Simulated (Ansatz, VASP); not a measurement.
One calculation of Li, two programs

File INCAR:

```
PREC = Accurate ; ENCUT = 600
EDIFF = 1E-6 ; ISMEAR = 0
SIGMA = 0.1 ; LREAL = False
LASPH = True ; NELM = 60
ALGO = Fast ; ISIF = 3
LWAVE = False ; LCHARG = False
GGA = PE ; IBRION = 2
NSW = 100 ; EDIFFG = -0.01
```

File KPOINTS:

```
Automatic mesh
0
Gamma
  21 21 12
```

File POSCAR:

```
Li
1.0
    3.0628404219      0.0000000000      0.0000000000
   -1.5314202109      2.6524976131      0.0000000000
    0.0000000000      0.0000000000      5.0257609585
Li
2
Direct
    0.3333333333      0.6666666667      0.2500000000
    0.6666666667      0.3333333333      0.7500000000
```

Input for Ansatz:

```yaml
crystal:
  lattice:
    - [3.0628404219, 0.0, 0.0]
    - [-1.5314202109, 2.6524976131, 0.0]
    - [0.0, 0.0, 5.0257609585]
  atoms:
    - { symbol: Li, position: [0.3333333333, 0.6666666667, 0.25] }
    - { symbol: Li, position: [0.6666666667, 0.3333333333, 0.75] }
basis:
  ecutwfc: 420
kpoints:
  mp_grid: { grid: [21, 21, 12] }
hamiltonian:
  xc: pbe
scf:
  occupations: { method: gaussian, width: 0.1 }
output:
  forces: true
  stress: true
  eigenvalues: true
  write_density: true
  write_potential: true
  elf: true
  volumetric_format: npy
relax:
  adjacent_minimum: "off"
  f_tol: 0.01
  max_steps: 80
  cell: { stress_tol: 0.05 }
```

Alike in both runs: task relaxation of cell and atoms; functional PBE; k mesh 21 × 21 × 12; occupations gaussian, width 0.1 eV; no spin polarisation.

|  | VASP | Ansatz |
| --- | --- | --- |
| version | VASP 6.6.1 | Ansatz 0.2.0 |
| potentials or method | VASP PAW PBE potentials, release 64 (Li_sv), cutoff 600 eV | scalar-relativistic, plane waves, PAW |
| valence electrons in the cell | 6 | 6 |

|  | VASP | Ansatz | Ansatz less VASP |
| --- | --- | --- | --- |
| gap on the k mesh at the Fermi level, each at its own relaxed structure (eV) | none | none | - |
| relaxed volume (Å³/atom) | 20.00 | 20.21 | +0.215 |
| relaxed cell length with the largest relative difference (Å) | 3.046 | 3.059 | +0.0130 |

A gap of «none» marks a metal or a gap that the smearing closes.

Noted on VASP's run: the cutoff is short for stress, so the pressure is rough.
